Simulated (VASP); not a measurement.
Ir, 1 atom in the cell. It takes space group I4/mmm (No. 139, tetragonal). The conventional cell has a = 2.932 Å, b = 2.932 Å, c = 3.839 Å, α = 90.00°, β = 90.00°, γ = 90.00°. Within 3.7 Å of Ir (site symmetry 4/mmm) lie 12 Ir at 2.83 to 2.93 Å.  This cell differs from its parent crystal: strain +0.080 along x and y, +0.000 along z.

| Quantity | Value |
| --- | --- |
| Program | VASP 6.6.1 |
| Task | single point |
| Functional | r2SCAN |
| Potentials or basis | VASP PAW PBE potentials, release 64 (Ir) |
| Cutoff | 520 eV |
| k mesh | 22 × 22 × 22 |
| Occupations | gaussian, width 0.15 eV |
| Spin | no spin polarisation |
| Dipole correction | no |
| Further INCAR settings | ALGO = Normal; EDIFF = 1e-06; NBANDS = 10 |

Potentials or basis: VASP PAW PBE potentials, release 64 (Ir).

Run with:

```sh
$ cat potpaw_PBE.64/Ir/POTCAR > POTCAR
$ cp INCAR.step1 INCAR
$ mpirun -np 1 vasp_std > vasp.out
$ cp INCAR.step2 INCAR
$ mpirun -np 1 vasp_std > vasp.out
```

Hardware: 1 thread of Intel Xeon 6975P-C (shared host).

Question: How long does it take, and how much memory?

Answer: It took 2.5 min on 1 thread of Intel Xeon 6975P-C, on a shared host, peak memory 0.28 GiB. Counts: k points 834.
